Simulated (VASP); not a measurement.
## Ga2Te2O: single point with PBE

Crystal: Ga2Te2O.

```
CELL_PARAMETERS angstrom
4.22872 0.00000 0.00000
-2.11436 3.66218 0.00000
0.00000 0.00000 9.57074
ATOMIC_POSITIONS crystal
Ga 0.00000 0.00000 0.18531
Ga 0.00000 0.00000 0.81469
Te 0.66667 0.33333 0.69218
Te 0.33333 0.66667 0.30782
O 0.00000 0.00000 0.00000
```

```
Program                : VASP 6.6.1
Task                   : single point
Functional             : PBE
Potentials or basis    : VASP PAW PBE potentials, release 64 (Ga_d, Te, O)
Cutoff                 : 520 eV
k mesh                 : 3 × 3 × 2
Occupations            : gaussian, width 0.15 eV
Spin                   : no spin polarisation
Dipole correction      : no
Further INCAR settings : ALGO = Normal; EDIFF = 1e-07; NBANDS = 30
```

| Property | Result |
| --- | --- |
| Pressure | 0.3 GPa |
| Largest force | 0.029 eV/Å |
| Band gap on the k mesh | 1.12 eV |

Forces on the atoms (eV/Å):
```
Ga   0.000  0.000 -0.026
Ga   0.000  0.000  0.026
Te   0.000  0.000 -0.029
Te   0.000  0.000  0.029
O    0.000  0.000  0.000
```

Stress tensor (GPa, compression positive):
```
0.24 0.00 0.00
0.00 0.24 0.00
0.00 0.00 0.33
```

Levels at points of the mesh, in eV from the valence-band top:
| k point | band 18 | band 19 | band 20 | band 21 | band 22 | band 23 | band 24 | band 25 | band 26 | band 27 |
| --- | --- | --- | --- | --- | --- | --- | --- | --- | --- | --- |
| (0.00, 0.00, 0.00) | -0.80 | -0.35 | -0.35 | 0.00 | 0.00 | 1.12 | 1.94 | 4.28 | 4.38 | 4.38 |
| (0.00, 0.00, 0.50) | -1.78 | -0.28 | -0.28 | -0.07 | -0.07 | 1.54 | 1.76 | 4.51 | 4.51 | 4.93 |

Wall time 35 s on 1 thread of AMD EPYC 7R43 64-Core Processor (Zen 3) (shared host), peak memory 0.22 GiB.

Caveat: the k points lie up to 0.57 Å⁻¹ apart; spin-orbit coupling is left out, which moves the levels of the heavy elements; an odd mesh through Γ misses points on the zone boundary, where band edges can lie; this functional lacks dispersion, which binds the layers, so the pressure and a relaxed spacing across them are unreliable.
